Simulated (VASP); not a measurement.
# Re (Fm-3m) in VASP: further runs, part 2 of 2

VASP 6.6.1. Earlier steps stand in the parts before.

## (3) Single point, PBE

This run uses another cell than the first one, of 15.41 Å³/atom, 1.064 times its volume.

Contents of INCAR:

```
SYSTEM = Re
ALGO = Fast
EDIFF = 1E-7
ENCUT = 520
GGA = PE
ISIF = 2
ISMEAR = 0
LASPH = .True.
LCHARG = .False.
LREAL = .False.
LWAVE = .False.
NBANDS = 10
NELM = 80
PREC = Accurate
SIGMA = 0.05
```

Contents of KPOINTS:

```
k-points
0
Gamma
  14 14 14
  0 0 0
```

Contents of POSCAR:

```
Re
1.0
    0.0000000000      1.9750000000      1.9750000000
    1.9750000000      0.0000000000      1.9750000000
    1.9750000000      1.9750000000      0.0000000000
Re
1
Direct
    0.0000000000      0.0000000000      0.0000000000
```

Potentials or basis: VASP PAW PBE potentials, release 64 (Re).

On the command line:

```bash
$ cat potpaw_PBE.64/Re/POTCAR > POTCAR
$ mpirun -np 1 vasp_std > vasp.out
```

OUTCAR:

```text
SYSTEM = Re
   EDIFF = 1E-7
   ENCUT = 520
   GGA = PE
   ISIF = 2
   ISMEAR = 0
   LASPH = .True.
   LREAL = .False.
   NELM = 80
   PREC = Accurate

 ion  position               nearest neighbor table
   1  0.000  0.000  0.000-

  LATTYP: Found a face centered cubic cell.
 ALAT       =     3.9500000000

  Lattice vectors:

 A1 = (   0.0000000000,   1.9750000000,   1.9750000000)
 A2 = (   1.9750000000,   0.0000000000,   1.9750000000)
 A3 = (   1.9750000000,   1.9750000000,   0.0000000000)

Analysis of symmetry for initial positions (statically):
=====================================================================
 Subroutine PRICEL returns:
 Original cell was already a primitive cell.

 Routine SETGRP: Setting up the symmetry group for a
 face centered cubic supercell.

 Subroutine GETGRP returns: Found 48 space group operations
 (whereof 48 operations were pure point group operations)
 out of a pool of 48 trial point group operations.

The static configuration has the point symmetry O_h .

Analysis of symmetry for dynamics (positions and initial velocities):
=====================================================================
 Subroutine PRICEL returns:
 Original cell was already a primitive cell.

 Routine SETGRP: Setting up the symmetry group for a
 face centered cubic supercell.

 Subroutine GETGRP returns: Found 48 space group operations
 (whereof 48 operations were pure point group operations)
 out of a pool of 48 trial point group operations.

The dynamic configuration has the point symmetry O_h .

 Subroutine INISYM returns: Found 48 space group operations
 (whereof 48 operations are pure point group operations),
 and found     1 'primitive' translations

----------------------------------------------------------------------------------------

                                     Primitive cell

  volume of cell :      15.4075

[... 105 lines left out ...]
     AMIX     =   0.40;   BMIX     =  1.00
     AMIX_MAG =   1.60;   BMIX_MAG =  1.00
  volume/ion in A,a.u.               =      15.41       103.97
  Fermi-wavevector in a.u.,A,eV,Ry     =   1.258531  2.378278 21.550255  1.583899
  Thomas-Fermi vector in A             =   2.392135
   LORBIT       =      0    0 simple, 1 ext, 2 COOP (PROOUT), +10 PAW based schemes
   GGA     = PE    functional components
   LHFCALC =     F    Hartree Fock is set to
   AEXX    =    0.0000 exact exchange contribution
   IVDW    =     0    specifies the selected vdW correction
   LEPSILON=     F    determine dielectric tensor
   LRPA    =     F    only Hartree local field effects (RPA)
 non-spin polarized calculation
 RMM-DIIS sequential band-by-band and
 Gauss-broadening in eV      SIGMA  =   0.05
  energy-cutoff  :      520.00
  volume of cell :       15.41
 maximum number of plane-waves:       428
 NGX is ok and might be reduce to    24
   NGX = 11   NGY = 11   NGZ = 11

 number of electron       7.0000000 magnetization

 Free energy of the ion-electron system (eV)
  ---------------------------------------------------
  ext. energy  EPLUGINS =         0.00000000
  ---------------------------------------------------
  free energy    TOTEN  =       -12.34308018 eV

  energy without entropy =      -12.34090081  energy(sigma->0) =      -12.34199049

 E-fermi :   7.5594     XC(G=0): -13.4773

 val. band max:        7.5563872517   @ k =  -0.4286   0.4286   0.0714
 cond. band min:       7.6084636686   @ k =  -0.1429   0.1429   0.0000
 fundamental gap:      0.0520764169
 Fermi energy:         7.5593726346

 k-point     1 :       0.0000    0.0000    0.0000
  band No.  band energies     occupation
      1      -2.2198      2.00000
      2       5.7958      2.00000
      3       5.7958      2.00000
      4       5.7958      2.00000
      5       8.7682      0.00000
      6       8.7682      0.00000
      7      21.4558      0.00000
      8      26.8527      0.00000
      9      26.8527      0.00000
     10      26.8527      0.00000
[... 287 lines left out ...]
 k-point    24 :       0.2857    0.1429    0.0000
  band No.  band energies     occupation
      1       0.5267      2.00000
      2       4.2067      2.00000
      3       6.0691      2.00000
      4       6.9631      2.00000
      5       8.3466      0.00000
      6       9.8097      0.00000
      7      22.6753      0.00000
      8      25.7097      0.00000
      9      27.8192      0.00000
     10      28.4463      0.00000

 [... further k-points ...]
[... 5 lines left out ...]
  --------------------------------------------------------------------------------------
  -------------------------------------------------------------------------------------
  Total       -0.9482883     -0.9482883     -0.9482883      0.0000000      0.0000000      0.0000000
  in kB      -98.6097084    -98.6097084    -98.6097084      0.0000000      0.0000000      0.0000000
  external PRESSURE =     -98.6097084 kB  Pullay stress =       0.0000000 kB

 VOLUME and BASIS-vectors are now :
 -----------------------------------------------------------------------------
  energy-cutoff  :      520.00
  volume of cell :       15.41
      direct lattice vectors                 reciprocal lattice vectors
     0.000000000  1.975000000  1.975000000    -0.253164557  0.253164557  0.253164557
     1.975000000  0.000000000  1.975000000     0.253164557 -0.253164557  0.253164557
     1.975000000  1.975000000  0.000000000     0.253164557  0.253164557 -0.253164557

 POSITION                                       TOTAL-FORCE (eV/Angst)
 -----------------------------------------------------------------------------------
      0.00000      0.00000      0.00000        -0.000000     -0.000000     -0.000000
 -----------------------------------------------------------------------------------
    total drift:                               -0.000000     -0.000000     -0.000000

  FREE ENERGIE OF THE ION-ELECTRON SYSTEM (eV)
  ---------------------------------------------------
  free  energy   TOTEN  =       -12.3430801809 eV

  energy  without entropy=      -12.3409008053  energy(sigma->0) =      -12.34199049
```

stdout:

```text
POSCAR found type information on POSCAR Re
 POSCAR found :  1 types and       1 ions
 scaLAPACK will be used
 LDA part: xc-table for (Slater+PW92), standard interpolation
 POSCAR, INCAR and KPOINTS ok, starting setup
 FFT: planning ... GRIDC
 FFT: planning ... GRID_SOFT
 FFT: planning ... GRID
 WAVECAR not read
 entering main loop
```

Wall time 21 s (1 thread of AMD EPYC 7R13 (Zen 3), shared host); peak memory 0.12 GiB.

Results:

* Free energy: -12.3431 eV
* Pressure: -9.9 GPa

Levels at points of the mesh, in eV from the Fermi level:
| k point | band 1 | band 2 | band 3 | band 4 | band 5 | band 6 | band 7 | band 8 |
| --- | --- | --- | --- | --- | --- | --- | --- | --- |
| (0.00, 0.00, 0.00) | -9.78 | -1.76 | -1.76 | -1.76 | 1.21 | 1.21 | 13.90 | 19.29 |
| (0.50, 0.00, 0.00) | -6.52 | -1.95 | -1.95 | 0.18 | 3.58 | 3.58 | 9.34 | 13.39 |
| (0.50, 0.50, 0.00) | -6.40 | -5.57 | 2.64 | 3.53 | 4.28 | 4.28 | 11.94 | 11.94 |

Caveat: spin-orbit coupling is left out, which moves the levels of the heavy elements.
